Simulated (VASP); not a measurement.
Input of a VASP 6.6.1 run:

INCAR

```
SYSTEM = CsBr
  PREC = Accurate
  ENCUT = 500
  EDIFF = 1E-6
  ISMEAR = 1
  SIGMA = 0.02
  LREAL = .False.
  LASPH = .True.
  NELM = 120
  ALGO = Normal
  ISIF = 2
  LWAVE = .False.
  LCHARG = .False.
  GGA = PS
  IVDW = 13
  NBANDS = 15
  GGA_COMPAT = .False.
```

Contents of KPOINTS:

```
Automatic mesh
0
Gamma
  5 5 5
  0 0 0
```

The input POSCAR:

```
CsBr
1.0
    4.2860000000      0.0000000000      0.0000000000
    0.0000000000      4.2860000000      0.0000000000
    0.0000000000      0.0000000000      4.2860000000
Cs Br
1 1
Direct
    0.0000000000      0.0000000000      0.0000000000
    0.5000000000      0.5000000000      0.5000000000
```

Potentials or basis: VASP PAW PBE potentials, release 64 (Cs_sv, Br).

Launch:

```bash
$ cat potpaw_PBE.64/Cs_sv/POTCAR potpaw_PBE.64/Br/POTCAR > POTCAR
$ mpirun -np 1 vasp_std > vasp.out
```

Problem. Predict the band gap on the k mesh.

Solution. 4.33 eV.

Problem. Estimate the dispersion energy per atom.

Solution. -0.096 eV.

Caveat: spin-orbit coupling is left out, which moves the levels of the heavy elements.
